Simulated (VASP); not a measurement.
**WS2: single point with r2SCAN**

Crystal: WS2.

```xyz
6
Lattice="3.1703 0.0278 -0.0133 -1.5611 2.6947 0.0184 -0.0525 0.0533 12.5013" Properties=species:S:1:pos:R:3 pbc="T T T"
W     0.3625    2.2785    2.4983
W     1.9292    1.4368    8.7309
S     0.4084    2.2791    6.9687
S     1.9940    1.4170    0.7941
S     0.4112    2.2871   10.2420
S     2.1449    1.3854    3.9887
```

```
Program                : VASP 6.6.1
Task                   : single point
Functional             : r2SCAN
Potentials or basis    : VASP PAW PBE potentials, release 64 (W_sv, S)
Cutoff                 : 520 eV
k mesh                 : 2 × 2 × 1
Occupations            : fermi-dirac, width 0.15 eV
Spin                   : no spin polarisation
Dipole correction      : no
Further INCAR settings : ALGO = Normal; EDIFF = 1e-07; NBANDS = 35
```

- Pressure: 3.6 GPa
- Largest force: 5.839 eV/Å
- Band gap on the k mesh: 1.71 eV, direct

Forces on the atoms (eV/Å):
```
W    4.072  0.406 -4.165
W    1.767 -1.063 -4.671
S   -0.666  0.520  2.917
S   -1.043 -0.146  1.828
S   -1.085  0.546  1.819
S   -3.046 -0.263  2.271
```

Stress tensor (GPa, compression positive):
```
 3.12 -0.58 -4.36
-0.58  5.68 -0.57
-4.36 -0.57  2.06
```

Levels at points of the mesh, in eV from the valence-band top:
```tsv
k point	band 24	band 25	band 26	band 27	band 28	band 29
(0.00, 0.00, 0.00)	-1.45	-0.83	0.00	1.71	1.79	1.87
(0.50, 0.00, 0.00)	-1.83	-1.57	-1.25	2.23	2.42	2.58
(0.00, 0.50, 0.00)	-1.90	-1.45	-1.17	2.27	2.43	2.51
(0.50, 0.50, 0.00)	-1.78	-1.65	-1.21	2.34	2.37	2.61
```

Run time: 3.8 min on 1 thread of Intel Xeon 6975P-C, with other jobs on the host, peak memory 0.24 GiB.

Caveat: the k points lie up to 1.16 Å⁻¹ apart; the PAW data sets were made with another functional, which shifts forces and pressure a little; spin-orbit coupling is left out, which moves the levels of the heavy elements. r2SCAN opens gaps a little over a GGA but as a rule still falls short of measured ones.
